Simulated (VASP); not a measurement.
Runs of VASP 6.6.1 on BaO. The structure is that of space group Fm-3m (No. 225), or close to it. The cells are those of the table. 

```csv
cell,pressure (GPa),moment (μB)
"a = 3.959 Å, angles 60.0°, 2 atoms",(b),0.00
"a = 3.920 Å, angles 60.0°, 2 atoms",(a),0.00
"a = 3.881 Å, angles 60.0°, 2 atoms",4.2,0.00
"a = 4.038 Å, angles 60.0°, 2 atoms",-4.4,0.00
"a = 3.999 Å, angles 60.0°, 2 atoms",-2.7,0.00
```

Alike in all rows: task single point; level r2SCAN; potentials or basis VASP PAW PBE potentials, release 64 (Ba_sv, O); spin non-collinear, zero start, SOC; k mesh 8 × 8 × 8; cutoff (eV) 660; smearing gaussian 0.01 eV.

Task: Estimate the missing entries.

Result: (a) 1.6; (b) -0.7.

Caveats: the PAW data sets were made with another functional, which shifts forces and pressure a little; the cell stands under pressure (at least some runs); the cell stands under tension (at least some runs).
